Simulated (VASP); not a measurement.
A run of VASP 6.6.1 is set up as follows.

Contents of INCAR:

```
SYSTEM = Ni
PREC = Accurate
ENCUT = 590
EDIFF = 1E-6
ISMEAR = -1
SIGMA = 0.05
LREAL = .FALSE.
LASPH = .TRUE.
NELM = 200
ALGO = Normal
ISIF = 2
LWAVE = .FALSE.
LCHARG = .FALSE.
ISPIN = 2
MAGMOM = 0
LORBIT = 11
NUPDOWN = 0.0
LMAXMIX = 4
LDAU = .TRUE.
LDAUTYPE = 2
LDAUL = 2
LDAUU = 6.2
LDAUJ = 0
LDAUPRINT = 1
GGA = PE
NBANDS = 19
GGA_COMPAT = .FALSE.
```

Contents of KPOINTS:

```
regular mesh
0
G
  12 12 12
  0 0 0
```

The input POSCAR:

```
Ni
1.0
    0.0000000000      1.7698700000      1.7698700000
    1.7698700000      0.0000000000      1.7698700000
    1.7698700000      1.7698700000      0.0000000000
Ni
1
Direct
    0.0000000000      0.0000000000      0.0000000000
```

Potentials or basis: VASP PAW PBE potentials, release 64 (Ni_sv_GW).

Command:

```sh
$ cat potpaw_PBE.64/Ni_sv_GW/POTCAR > POTCAR
$ mpirun -np 1 vasp_std > vasp.out
```

(1) Predict the pressure.

Answers

(1) -10.6 GPa.

Caveat: the total moment is fixed, so each spin has its own Fermi level; the U is typed as a test and isn't derived for this compound.
